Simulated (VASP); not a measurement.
# ReS (F-43m) in VASP: a series of runs, part 2 of 2

VASP 6.6.1.

### 3 Single point, PBEsol, collinear spin (17.06 Å³/atom)

This run uses another cell than the first one, of 17.06 Å³/atom.

INCAR

```
ALGO     = Normal         # electronic algorithm
EDIFF    = 1E-6           # SCF threshold, eV
ENCUT    = 520            # plane-wave cutoff, eV
GGA      = PS             # functional
ISIF     = 2              # what is computed and relaxed
ISMEAR   = 0              # smearing method
ISPIN    = 2              # spin polarisation
LASPH    = T              # aspherical terms in the spheres
LCHARG   = F              # write CHGCAR
LMAXMIX  = 4              # l up to which the mixer works
LORBIT   = 11             # projections on sites
LREAL    = F              # projectors in reciprocal space
LWAVE    = F              # write WAVECAR
MAGMOM   = 0.05 0         # initial moments
NBANDS   = 18             # bands
NELM     = 150            # most SCF steps
PREC     = Accurate       # precision mode
SIGMA    = 0.05           # smearing width, eV
```

KPOINTS

```
k-points
0
Gamma
  10 10 10
```

POSCAR

```
ReS
1.0
    0.0000000000      2.5740836256      2.5740836256
    2.5740836256      0.0000000000      2.5740836256
    2.5740836256      2.5740836256      0.0000000000
Re S
1 1
Direct
    0.0000000000      0.0000000000      0.0000000000
    0.2500000000      0.2500000000      0.2500000000
```

Potentials or basis: VASP PAW PBE potentials, release 64 (Re, S).

Run with:

```bash
cat potpaw_PBE.64/Re/POTCAR potpaw_PBE.64/S/POTCAR > POTCAR
mpirun -np 1 vasp_std > vasp.out
```

OUTCAR:

```text
EDIFF = 1E-6
   ENCUT = 520
   GGA = PS
   ISIF = 2
   ISMEAR = 0
   ISPIN = 2
   LASPH = T
   LORBIT = 11
   LREAL = F
   NELM = 150
   PREC = Accurate

 ion  position               nearest neighbor table
   1  0.000  0.000  0.000-   2 2.23   2 2.23   2 2.23   2 2.23
   2  0.250  0.250  0.250-   1 2.23   1 2.23   1 2.23   1 2.23

  LATTYP: Found a face centered cubic cell.
 ALAT       =     5.1481672512

[... 1224 lines left out ...]
  in kB       64.0793266     64.0793266     64.0793266      0.0000000     -0.0000000      0.0000000
  external PRESSURE =      64.0793266 kB  Pullay stress =       0.0000000 kB

 VOLUME and BASIS-vectors are now :
 -----------------------------------------------------------------------------
  energy-cutoff  :      520.00
  volume of cell :       34.11
      direct lattice vectors                 reciprocal lattice vectors
     0.000000000  2.574083626  2.574083626    -0.194243884  0.194243884  0.194243884
     2.574083626  0.000000000  2.574083626     0.194243884 -0.194243884  0.194243884
     2.574083626  2.574083626  0.000000000     0.194243884  0.194243884 -0.194243884

 POSITION                                       TOTAL-FORCE (eV/Angst)
 -----------------------------------------------------------------------------------
      0.00000      0.00000      0.00000         0.000000      0.000000      0.000000
      1.28704      1.28704      1.28704        -0.000000     -0.000000     -0.000000
 -----------------------------------------------------------------------------------
    total drift:                                0.000000      0.000000      0.000000

  FREE ENERGIE OF THE ION-ELECTRON SYSTEM (eV)
  ---------------------------------------------------
  free  energy   TOTEN  =       -17.0724388979 eV

  energy  without entropy=      -17.0682677969  energy(sigma->0) =      -17.07035335

 total charge

# of ion       s       p       d       tot
------------------------------------------
    1        0.566   0.511   5.275   6.352
    2        1.295   2.396   0.000   3.691
--------------------------------------------------
tot          1.861   2.907   5.275  10.043

 magnetization (x)

# of ion       s       p       d       tot
------------------------------------------
    1        0.001   0.001   0.023   0.026
    2       -0.000   0.001   0.000   0.000
--------------------------------------------------
tot          0.001   0.002   0.023   0.027
```

It took 70 s on 1 thread of Intel Xeon 8259CL, shared host; peak memory 0.2 GiB.

What came out:

* Free energy: -17.0724 eV
* Pressure: 6.4 GPa
* Net moment: 0.03 μB per cell
* Site moments: Re +0.03; S +0.00 μB
* Valence electrons inside the program's atomic spheres: Re 6.35; S 3.69

Caveat: the cell stands under pressure; the PAW data sets were made with another functional, which shifts forces and pressure a little; spin-orbit coupling is left out, which moves the levels of the heavy elements.

### 4 Single point, PBEsol, collinear spin (17.40 Å³/atom)

This run uses another cell than the first one, of 17.40 Å³/atom.

INCAR

```
SYSTEM = ReS
  PREC = Accurate
  ENCUT = 520
  EDIFF = 1E-7
  ISMEAR = 0
  SIGMA = 0.05
  LREAL = .FALSE.
  LASPH = .TRUE.
  NELM = 150
  ALGO = Normal
  ISIF = 2
  LWAVE = .FALSE.
  LCHARG = .FALSE.
  ISPIN = 2
  MAGMOM = 0.05 0
  LORBIT = 11
  LMAXMIX = 4
  GGA = PS
  NBANDS = 18
```

KPOINTS

```
Automatic mesh
0
G
  10 10 10
  0 0 0
```

POSCAR

```
ReS
1.0
    0.0000000000      2.5914766101      2.5914766101
    2.5914766101      0.0000000000      2.5914766101
    2.5914766101      2.5914766101      0.0000000000
Re S
1 1
Direct
    0.0000000000      0.0000000000      0.0000000000
    0.2500000000      0.2500000000      0.2500000000
```

Run with:

```bash
cat potpaw_PBE.64/Re/POTCAR potpaw_PBE.64/S/POTCAR > POTCAR
mpirun -np 1 vasp_std > vasp.out
```

It took 1.8 min on 1 thread of Intel Xeon 8259CL, shared host; peak memory 0.2 GiB.

Results (log left out):

```
Free energy                                           : -17.0908 eV
Pressure                                              : 2.0 GPa
Net moment                                            : 0.04 μB per cell
Site moments                                          : Re +0.04; S +0.00 μB
Valence electrons inside the program's atomic spheres : Re 6.28; S 3.68
```

Levels at points of the mesh, in eV from the Fermi level:
Spin up:
```csv
k point,band 2,band 3,band 4,band 5,band 6,band 7,band 8,band 9,band 10,band 11
"(0.00, 0.00, 0.00)",-6.40,-6.40,-6.40,-1.21,-1.21,1.29,4.94,4.94,4.94,8.34
"(0.50, 0.00, 0.00)",-7.08,-5.88,-5.88,-0.66,-0.66,-0.63,2.39,2.39,3.88,9.36
"(0.50, 0.50, 0.00)",-7.85,-4.82,-4.82,-2.51,-0.81,0.19,0.60,0.60,8.04,8.54
```
Spin down:
```tsv
k point	band 3	band 4	band 5	band 6	band 7	band 8	band 9	band 10
(0.00, 0.00, 0.00)	-6.39	-6.39	-1.19	-1.19	1.30	4.95	4.95	4.95
(0.50, 0.00, 0.00)	-5.87	-5.87	-0.63	-0.63	-0.61	2.40	2.40	3.89
(0.50, 0.50, 0.00)	-4.81	-4.81	-2.50	-0.79	0.22	0.61	0.61	8.06
```

Caveat: the PAW data sets were made with another functional, which shifts forces and pressure a little; spin-orbit coupling is left out, which moves the levels of the heavy elements.

### 5 Single point, PBEsol, collinear spin (18.10 Å³/atom)

This run uses another cell than the first one, of 18.10 Å³/atom.

Changes to INCAR since step 4:

```diff
@@ -3,3 +3,3 @@
   ENCUT = 520
-  EDIFF = 1E-7
+  EDIFF = 1E-6
   ISMEAR = 0
@@ -14,3 +14,3 @@
   ISPIN = 2
-  MAGMOM = 0.05 0
+  MAGMOM = 0.06 0
   LORBIT = 11
```

KPOINTS is that of step 4.

POSCAR

```
ReS
1.0
    0.0000000000      2.6255788973      2.6255788973
    2.6255788973      0.0000000000      2.6255788973
    2.6255788973      2.6255788973      0.0000000000
Re S
1 1
Direct
    0.0000000000      0.0000000000      0.0000000000
    0.2500000000      0.2500000000      0.2500000000
```

Run with:

```bash
cat potpaw_PBE.64/Re/POTCAR potpaw_PBE.64/S/POTCAR > POTCAR
mpirun -np 1 vasp_std > vasp.out
```

It took 77 s on 1 thread of Intel Xeon 8259CL, shared host; peak memory 0.2 GiB.

It converged, with:

```yaml
Free_energy: -17.0755 eV
Pressure: -5.4 GPa
Net_moment: 0.06 μB per cell
Site_moments: Re +0.06; S +0.00 μB
Valence_electrons_inside_the_program's_atomic_spheres: Re 6.15; S 3.65
```

Levels at points of the mesh, in eV from the Fermi level:
Spin up:
```tsv
k point	band 3	band 4	band 5	band 6	band 7	band 8	band 9	band 10
(0.00, 0.00, 0.00)	-6.19	-6.19	-1.14	-1.14	1.15	4.74	4.74	4.74
(0.50, 0.00, 0.00)	-5.71	-5.71	-0.62	-0.62	-0.60	2.29	2.29	3.77
(0.50, 0.50, 0.00)	-4.74	-4.74	-2.35	-0.80	0.16	0.58	0.58	7.63
```
Spin down:
| k point | band 3 | band 4 | band 5 | band 6 | band 7 | band 8 | band 9 | band 10 |
| --- | --- | --- | --- | --- | --- | --- | --- | --- |
| (0.00, 0.00, 0.00) | -6.18 | -6.18 | -1.09 | -1.09 | 1.16 | 4.76 | 4.76 | 4.76 |
| (0.50, 0.00, 0.00) | -5.69 | -5.69 | -0.58 | -0.58 | -0.58 | 2.31 | 2.31 | 3.79 |
| (0.50, 0.50, 0.00) | -4.73 | -4.73 | -2.33 | -0.76 | 0.21 | 0.60 | 0.60 | 7.65 |

Caveat: the cell stands under tension; the PAW data sets were made with another functional, which shifts forces and pressure a little; spin-orbit coupling is left out, which moves the levels of the heavy elements.

### 6 Overview

```tsv
cell	gap on the mesh (eV)	pressure (GPa)	moment (μB)
a = 3.615 Å, angles 60.0°, 2 atoms	none	11.3	0.03
a = 3.640 Å, angles 60.0°, 2 atoms	none	6.4	0.03
a = 3.665 Å, angles 60.0°, 2 atoms	none	2.0	0.04
a = 3.713 Å, angles 60.0°, 2 atoms	none	-5.4	0.06
```

Alike in all rows: task single point; level PBEsol; potentials or basis VASP PAW PBE potentials, release 64 (Re, S); spin collinear; k mesh 10 × 10 × 10; cutoff (eV) 520; smearing gaussian 0.05 eV.

Caveats: the PAW data sets were made with another functional, which shifts forces and pressure a little; spin-orbit coupling is left out, which moves the levels of the heavy elements; the cell stands under pressure (at least some runs); the cell stands under tension (at least some runs).

Absolute energies hang on the potentials; compare differences alone.
